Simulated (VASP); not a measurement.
# Ti (R-3m) in VASP: notebook

Runs on Ti. Level: PBEsol. Tasks: single point, relaxation of cell and atoms.

Program: VASP 6.6.1. These are calculated values, not measurements. Logs are shortened: lines on timing, memory, paths and dates and some standing lists are left out, and cuts for length are marked.

## Step 1: The cell of the first run

It takes space group R-3m (No. 166, trigonal). Conventional cell: a = 5.302 Å, b = 5.302 Å, c = 28.685 Å, α = 90.00°, β = 90.00°, γ = 120.00°. Within 3.5 Å of Ti (site symmetry m) lie 7 Ti at 2.64 to 2.73 Å. Ti (site symmetry m) has 8 Ti at 2.63 to 2.84 Å within 3.5 Å.

## Step 2: Single point, PBEsol

INCAR

```
SYSTEM = Ti
ALGO     = Normal         ! electronic algorithm
EDIFF    = 1E-7           ! SCF threshold, eV
ENCUT    = 520            ! plane-wave cutoff, eV
GGA      = PS             ! functional
ISIF     = 2              ! what is computed and relaxed
ISMEAR   = 0              ! smearing method
LASPH    = .TRUE.         ! aspherical terms in the spheres
LCHARG   = .FALSE.        ! write CHGCAR
LREAL    = .FALSE.        ! projectors in reciprocal space
LWAVE    = .FALSE.        ! write WAVECAR
NBANDS   = 84             ! bands
NELM     = 100            ! most SCF steps
PREC     = Accurate       ! precision mode
SIGMA    = 0.1            ! smearing width, eV
```

KPOINTS

```
k-points
0
G
  6 6 6
  0 0 0
```

POSCAR

```
Ti
1.0
    2.6507963625      1.5304379934      9.5617496617
   -2.6507963625      1.5304379934      9.5617496617
    0.0000000000     -3.0608759869      9.5617496617
Ti
12
Direct
    0.0469573900      0.5453462583      0.0469573900
    0.0469573900      0.0469573900      0.5453462583
    0.5453462583      0.0469573900      0.0469573900
    0.9530426100      0.4546537417      0.9530426100
    0.4546537417      0.9530426100      0.9530426100
    0.9530426100      0.9530426100      0.4546537417
    0.2097277020      0.7050827805      0.2097277020
    0.2097277020      0.2097277020      0.7050827805
    0.7050827805      0.2097277020      0.2097277020
    0.7902722980      0.2949172195      0.7902722980
    0.2949172195      0.7902722980      0.7902722980
    0.7902722980      0.7902722980      0.2949172195
```

Potentials or basis: VASP PAW PBE potentials, release 64 (Ti_sv).

Run with:

```
> cat potpaw_PBE.64/Ti_sv/POTCAR > POTCAR
> mpirun -np 1 vasp_std > vasp.out
```

OUTCAR:

```text
SYSTEM = Ti
   EDIFF = 1E-7
   ENCUT = 520
   GGA = PS
   ISIF = 2
   ISMEAR = 0
   LASPH = .TRUE.
   LREAL = .FALSE.
   NELM = 100
   PREC = Accurate

 ion  position               nearest neighbor table
   1  0.047  0.545  0.047-   2 2.64   3 2.64   2 2.66   3 2.66   4 2.66  11 2.73  12 2.73
   2  0.047  0.047  0.545-   1 2.64   3 2.64   1 2.66   3 2.66   6 2.66  10 2.73  11 2.73
   3  0.545  0.047  0.047-   2 2.64   1 2.64   2 2.66   1 2.66   5 2.66  10 2.73  12 2.73
   4  0.953  0.455  0.953-   6 2.64   5 2.64   6 2.66   5 2.66   1 2.66   9 2.73   8 2.73
   5  0.455  0.953  0.953-   6 2.64   4 2.64   6 2.66   4 2.66   3 2.66   7 2.73   8 2.73
   6  0.953  0.953  0.455-   4 2.64   5 2.64   5 2.66   4 2.66   2 2.66   7 2.73   9 2.73
   7  0.210  0.705  0.210-   8 2.63   9 2.63   8 2.68   9 2.68   5 2.73   6 2.73  11 2.84  12 2.84

   8  0.210  0.210  0.705-   7 2.63   9 2.63   7 2.68   9 2.68   4 2.73   5 2.73  10 2.84  11 2.84

   9  0.705  0.210  0.210-   8 2.63   7 2.63   8 2.68   7 2.68   4 2.73   6 2.73  10 2.84  12 2.84

  10  0.790  0.295  0.790-  12 2.63  11 2.63  12 2.68  11 2.68   3 2.73   2 2.73   9 2.84   8 2.84

  11  0.295  0.790  0.790-  12 2.63  10 2.63  12 2.68  10 2.68   1 2.73   2 2.73   7 2.84   8 2.84

  12  0.790  0.790  0.295-  10 2.63  11 2.63  11 2.68  10 2.68   1 2.73   3 2.73   7 2.84   9 2.84

  LATTYP: Found a trigonal (rhomboedric) cell.
 ALAT       =    10.0397220280
 COS(alpha) =     0.8605754182

  Lattice vectors:

 A1 = (   2.6507963625,   1.5304379934,   9.5617496617)
 A2 = (  -2.6507963625,   1.5304379934,   9.5617496617)
 A3 = (   0.0000000000,  -3.0608759869,   9.5617496617)

Analysis of symmetry for initial positions (statically):
=====================================================================
 Subroutine PRICEL returns:
 Original cell was already a primitive cell.

 Routine SETGRP: Setting up the symmetry group for a
 trigonal (rhombohedral) supercell.

 Subroutine GETGRP returns: Found 12 space group operations
 (whereof 12 operations were pure point group operations)
 out of a pool of 12 trial point group operations.

The static configuration has the point symmetry D_3d.

Analysis of symmetry for dynamics (positions and initial velocities):
=====================================================================
 Subroutine PRICEL returns:
 Original cell was already a primitive cell.

 Routine SETGRP: Setting up the symmetry group for a
 trigonal (rhombohedral) supercell.

 Subroutine GETGRP returns: Found 12 space group operations
 (whereof 12 operations were pure point group operations)
 out of a pool of 12 trial point group operations.

The dynamic configuration has the point symmetry D_3d.

 Subroutine INISYM returns: Found 12 space group operations
 (whereof 12 operations are pure point group operations),
 and found     1 'primitive' translations

----------------------------------------------------------------------------------------

                                     Primitive cell

  volume of cell :     232.7452

  direct lattice vectors                    reciprocal lattice vectors
     2.650796362  1.530437993  9.561749662     0.188622562  0.108901287  0.034861123
    -2.650796362  1.530437993  9.561749662    -0.188622562  0.108901287  0.034861123
     0.000000000 -3.060875987  9.561749662     0.000000000 -0.217802573  0.034861123

  length of vectors
    10.039722028 10.039722028 10.039722028     0.220574837  0.220574837  0.220574837

  position of ions in fractional coordinates (direct lattice)
     0.046957390  0.545346258  0.046957390
     0.046957390  0.046957390  0.545346258
     0.545346258  0.046957390  0.046957390
     0.953042610  0.454653742  0.953042610
     0.454653742  0.953042610  0.953042610
     0.953042610  0.953042610  0.454653742
     0.209727702  0.705082780  0.209727702
     0.209727702  0.209727702  0.705082780
     0.705082780  0.209727702  0.209727702
     0.790272298  0.294917220  0.790272298
     0.294917220  0.790272298  0.790272298
     0.790272298  0.790272298  0.294917220

  ion indices of the primitive-cell ions
   primitive index   ion index
                 1           1
                 2           2
                 3           3
                 4           4
                 5           5
                 6           6
                 7           7
                 8           8
                 9           9
                10          10
                11          11
                12          12

----------------------------------------------------------------------------------------

 KPOINTS: k-points

Automatic generation of k-mesh.
 Grid dimensions read from file:
 generate k-points for:    6    6    6

 Generating k-lattice:

  Cartesian coordinates                     Fractional coordinates (reciprocal lattice)
     0.031437094  0.018150214  0.005810187     0.166666667 -0.000000000  0.000000000
    -0.031437094  0.018150214  0.005810187    -0.000000000  0.166666667  0.000000000
     0.000000000 -0.036300429  0.005810187     0.000000000  0.000000000  0.166666667

  Length of vectors
     0.036762473  0.036762473  0.036762473

  Shift w.r.t. Gamma in fractional coordinates (k-lattice)
     0.000000000  0.000000000  0.000000000

 Subroutine IBZKPT returns following result:
 ===========================================

 Found     32 irreducible k-points:

 Following reciprocal coordinates:
            Coordinates               Weight
  0.000000  0.000000  0.000000      1.000000
  0.166667 -0.000000  0.000000      6.000000
  0.333333  0.000000 -0.000000      6.000000
  0.500000 -0.000000  0.000000      3.000000
  0.166667  0.166667  0.000000      6.000000
  0.333333  0.166667  0.000000     12.000000
[... 16 lines left out ...]
  0.500000  0.500000  0.166667      6.000000
 -0.333333  0.500000  0.166667     12.000000
 [... further k-points ...]
   k-points           NKPTS =     32   k-points in BZ     NKDIM =     32   number of bands    NBANDS=     84
   number of dos      NEDOS =    301   number of ions     NIONS =     12
   total plane-waves  NPLWV = 512000
   dimension x,y,z NGX =    80 NGY =   80 NGZ =   80
   dimension x,y,z NGXF=   160 NGYF=  160 NGZF=  160
   ions per type =              12
   NGX,Y,Z   is equivalent  to a cutoff of  13.25, 13.25, 13.25 a.u.
   NGXF,Y,Z  is equivalent  to a cutoff of  26.49, 26.49, 26.49 a.u.
 SYSTEM =  Ti
   PREC   = accura    normal or accurate (medium, high low for compatibility)
   ISTART =      0    job   : 0-new  1-cont  2-samecut
   ICHARG =      2    charge: 1-file 2-atom 10-const
   ISPIN  =      1    spin polarized calculation?
   LNONCOLLINEAR =      F non collinear calculations
   LSORBIT =      F    spin-orbit coupling
   LASPH  =      T    aspherical Exc in radial PAW
   ENCUT  =  520.0 eV  38.22 Ry    6.18 a.u.  18.67 18.67 18.67*2*pi/ulx,y,z
   NELM   =    100;   NELMIN=  2; NELMDL= -5     # of ELM steps
   EDIFF  = 0.1E-06   stopping-criterion for ELM
   LREAL  =      F    real-space projection
   EDIFFG = 0.1E-05   stopping-criterion for IOM
   NSW    =      0    number of steps for IOM
   IBRION =     -1    ionic relax: 0-MD 1-quasi-New 2-CG
   NFREE  =      0    steps in history (QN), initial steepest desc. (CG)
   ISIF   =      2    stress and relaxation
   ISYM   =      2    0-nonsym 1-usesym 2-fastsym
   POTIM  = 0.5000    time-step for ionic-motion
   TEBEG  =    0.0;   TEEND  =   0.0 temperature during run
   PSTRESS=    0.0 pullay stress
   NELECT =     144.0000    total number of electrons
   NUPDOWN=      -1.0000    fix difference up-down
   EMIN   =  10.00;   EMAX   =-10.00  energy-range for DOS
   EFERMI =   0.00;   METHOD = LEGACY
   ISMEAR =     0;   SIGMA  =   0.10  broadening in eV -4-tet -1-fermi 0-gaus
   EFERMI_NEDOS =   21; number of points for ismear=-14 and -15
   IALGO  =     38    algorithm
   IMIX   =      4    mixing-type and parameters
     AMIX     =   0.40;   BMIX     =  1.00
     AMIX_MAG =   1.60;   BMIX_MAG =  1.00
  volume/ion in A,a.u.               =      19.40       130.89
  Fermi-wavevector in a.u.,A,eV,Ry     =   1.394982  2.636135 26.476613  1.945976
  Thomas-Fermi vector in A             =   2.518479
   LORBIT       =      0    0 simple, 1 ext, 2 COOP (PROOUT), +10 PAW based schemes
   GGA     = PS    functional components
   LHFCALC =     F    Hartree Fock is set to
   AEXX    =    0.0000 exact exchange contribution
   IVDW    =     0    specifies the selected vdW correction
   LEPSILON=     F    determine dielectric tensor
   LRPA    =     F    only Hartree local field effects (RPA)
 non-spin polarized calculation
 Gauss-broadening in eV      SIGMA  =   0.10
  energy-cutoff  :      520.00
  volume of cell :      232.75
 maximum number of plane-waves:      6298
 NGX is ok and might be reduce to    80

 number of electron     144.0000007 magnetization

 Free energy of the ion-electron system (eV)
  ---------------------------------------------------
  ext. energy  EPLUGINS =         0.00000000
  ---------------------------------------------------
  free energy    TOTEN  =       -89.54126561 eV

  energy without entropy =      -89.45068652  energy(sigma->0) =      -89.49597606

 E-fermi :   6.6336     XC(G=0): -10.9098

 val. band max:        6.6330457917   @ k =  -0.1667   0.1667   0.1667
 cond. band min:       6.6350299603   @ k =  -0.3333   0.3333   0.3333
 fundamental gap:      0.0019841687
 Fermi energy:         6.6335963094

 k-point     1 :       0.0000    0.0000    0.0000
  band No.  band energies     occupation
      1     -49.6391      2.00000
      2     -49.5824      2.00000
      3     -49.5458      2.00000
      4     -49.4890      2.00000
      5     -49.4405      2.00000
      6     -49.4405      2.00000
[... 76 lines left out ...]
     83       8.2419      0.00000
     84       8.6006      0.00000

 k-point     2 :       0.1667   -0.0000    0.0000
  band No.  band energies     occupation
      1     -49.6273      2.00000
      2     -49.5722      2.00000
      3     -49.5355      2.00000
      4     -49.4823      2.00000
      5     -49.4514      2.00000
      6     -49.4406      2.00000
[... 1908 lines left out ...]
      1     -49.5650      2.00000
      2     -49.5389      2.00000
      3     -49.5058      2.00000
      4     -49.4816      2.00000
      5     -49.4700      2.00000
      6     -49.4498      2.00000
[... 76 lines left out ...]
     83       7.6889      0.00000
     84       7.7833      0.00000

 [... further k-points ...]
[... 5 lines left out ...]
  --------------------------------------------------------------------------------------
  -------------------------------------------------------------------------------------
  Total        0.0778084      0.0778084     -0.3132853      0.0000000      0.0000000      0.0000000
  in kB        0.5356192      0.5356192     -2.1566011      0.0000000      0.0000000      0.0000000
  external PRESSURE =      -0.3617876 kB  Pullay stress =       0.0000000 kB

 VOLUME and BASIS-vectors are now :
 -----------------------------------------------------------------------------
  energy-cutoff  :      520.00
  volume of cell :      232.75
      direct lattice vectors                 reciprocal lattice vectors
     2.650796362  1.530437993  9.561749662     0.188622562  0.108901287  0.034861123
    -2.650796362  1.530437993  9.561749662    -0.188622562  0.108901287  0.034861123
     0.000000000 -3.060875987  9.561749662     0.000000000 -0.217802573  0.034861123

 POSITION                                       TOTAL-FORCE (eV/Angst)
 -----------------------------------------------------------------------------------
     -1.32113      0.76275      6.11245         0.016260     -0.009387     -0.004722
      0.00000     -1.52551      6.11245         0.000000      0.018775     -0.004722
      1.32113      0.76275      6.11245        -0.016260     -0.009387     -0.004722
      1.32113     -0.76275     22.57279        -0.016260      0.009387      0.004722
     -1.32113     -0.76275     22.57279         0.016260      0.009387      0.004722
      0.00000      1.52551     22.57279         0.000000     -0.018775      0.004722
     -1.31309      0.75811     10.75255        -0.006136      0.003543      0.001804
      0.00000     -1.51622     10.75255         0.000000     -0.007085      0.001804
      1.31309      0.75811     10.75255         0.006136      0.003543      0.001804
      1.31309     -0.75811     17.93270         0.006136     -0.003543     -0.001804
     -1.31309     -0.75811     17.93270        -0.006136     -0.003543     -0.001804
      0.00000      1.51622     17.93270         0.000000      0.007085     -0.001804
 -----------------------------------------------------------------------------------
    total drift:                                0.000000      0.000000      0.000000

  FREE ENERGIE OF THE ION-ELECTRON SYSTEM (eV)
  ---------------------------------------------------
  free  energy   TOTEN  =       -89.5412656078 eV

  energy  without entropy=      -89.4506865192  energy(sigma->0) =      -89.49597606
```

It took 51 min on 1 thread of Intel Xeon Platinum 8124M at 3.00GHz (Skylake/Cascade Lake), shared host; peak memory 1.1 GiB.

Results:

* Free energy: -89.5413 eV
* Pressure: 0.0 GPa
* Largest force: 0.019 eV/Å
* Band gap on the k mesh: zero (band 72 reaches 6.74 eV, above the bottom of band 73 at 6.46 eV)

Forces on the atoms (eV/Å):
```
Ti   0.016 -0.009 -0.005
Ti   0.000  0.019 -0.005
Ti  -0.016 -0.009 -0.005
Ti  -0.016  0.009  0.005
Ti   0.016  0.009  0.005
Ti   0.000 -0.019  0.005
Ti  -0.006  0.004  0.002
Ti   0.000 -0.007  0.002
Ti   0.006  0.004  0.002
Ti   0.006 -0.004 -0.002
Ti  -0.006 -0.004 -0.002
Ti   0.000  0.007 -0.002
```

Levels at points of the mesh, in eV from the Fermi level:
| k point | band 68 | band 69 | band 70 | band 71 | band 72 | band 73 | band 74 | band 75 | band 76 | band 77 |
| --- | --- | --- | --- | --- | --- | --- | --- | --- | --- | --- |
| (0.00, 0.00, 0.00) | -0.49 | -0.49 | -0.32 | -0.32 | -0.24 | -0.17 | 0.14 | 0.14 | 0.16 | 0.16 |
| (0.50, 0.00, 0.00) | -0.21 | -0.18 | -0.18 | -0.03 | -0.01 | 0.04 | 0.32 | 0.37 | 0.43 | 0.43 |
| (0.50, 0.50, 0.00) | -0.37 | -0.32 | -0.15 | -0.09 | 0.11 | 0.21 | 0.26 | 0.27 | 0.41 | 0.48 |
| (0.50, 0.50, 0.50) | -0.81 | -0.59 | -0.53 | -0.53 | -0.22 | -0.02 | -0.02 | 0.65 | 0.77 | 0.77 |

Caveat: the PAW data sets were made with another functional, which shifts forces and pressure a little.

## Step 3: Single point, PBEsol

This run uses another cell than the first one: it holds 3 atoms, not 12.

INCAR

```
PREC     = Accurate       # precision mode
ENCUT    = 520            # plane-wave cutoff, eV
EDIFF    = 1E-6           # SCF threshold, eV
ISMEAR   = 0              # smearing method
SIGMA    = 0.1            # smearing width, eV
LREAL    = False          # projectors in reciprocal space
LASPH    = True           # aspherical terms in the spheres
NELM     = 100            # most SCF steps
ALGO     = Normal         # electronic algorithm
ISIF     = 2              # what is computed and relaxed
LWAVE    = False          # write WAVECAR
LCHARG   = False          # write CHGCAR
GGA      = PS             # functional
NBANDS   = 25             # bands
```

KPOINTS

```
Automatic mesh
0
Gamma
  6 6 6
```

POSCAR

```
Ti
1.0
    1.5245660577      0.8802086238      7.3681320941
   -1.5245660577      0.8802086238      7.3681320941
    0.0000000000     -1.7604172477      7.3681320941
Ti
3
Direct
    0.0000000000      0.0000000000      0.0000000000
    0.2222200000      0.2222200000      0.2222200000
    0.7777800000      0.7777800000      0.7777800000
```

Potentials or basis: VASP PAW PBE potentials, release 64 (Ti_sv).

Run with:

```
> cat potpaw_PBE.64/Ti_sv/POTCAR > POTCAR
> mpirun -np 1 vasp_std > vasp.out
```

Run time: 6.8 min. Hardware: 1 thread of AMD EPYC 7R43 (Zen 3), shared host; peak memory 0.34 GiB.

The run converged. Its results:

- Free energy: -24.4746 eV
- Pressure: -14.6 GPa
- Largest force: 0.067 eV/Å
- Band gap on the k mesh: zero (band 18 reaches 7.52 eV, above the bottom of band 19 at 6.70 eV)

Forces on the atoms (eV/Å):
```
Ti   0.000  0.000  0.000
Ti   0.000  0.000  0.067
Ti   0.000  0.000 -0.067
```

Stress tensor (GPa, compression positive):
```
-14.47   0.00   0.00
  0.00 -14.47   0.00
  0.00   0.00 -14.76
```

Levels at points of the mesh, in eV from the Fermi level:
| k point | band 16 | band 17 | band 18 | band 19 | band 20 | band 21 |
| --- | --- | --- | --- | --- | --- | --- |
| (0.00, 0.00, 0.00) | -0.08 | -0.08 | 0.62 | 0.62 | 0.74 | 0.75 |
| (0.50, 0.00, 0.00) | -1.18 | -1.07 | -0.35 | 0.30 | 0.54 | 0.99 |
| (0.50, 0.50, 0.00) | -1.36 | -0.71 | -0.40 | 0.50 | 0.75 | 1.01 |
| (0.50, 0.50, 0.50) | 0.34 | 0.38 | 0.40 | 0.59 | 0.59 | 0.81 |

Caveat: the k points lie up to 0.40 Å⁻¹ apart; the PAW data sets were made with another functional, which shifts forces and pressure a little.

(Continued in part 2 of 2.)
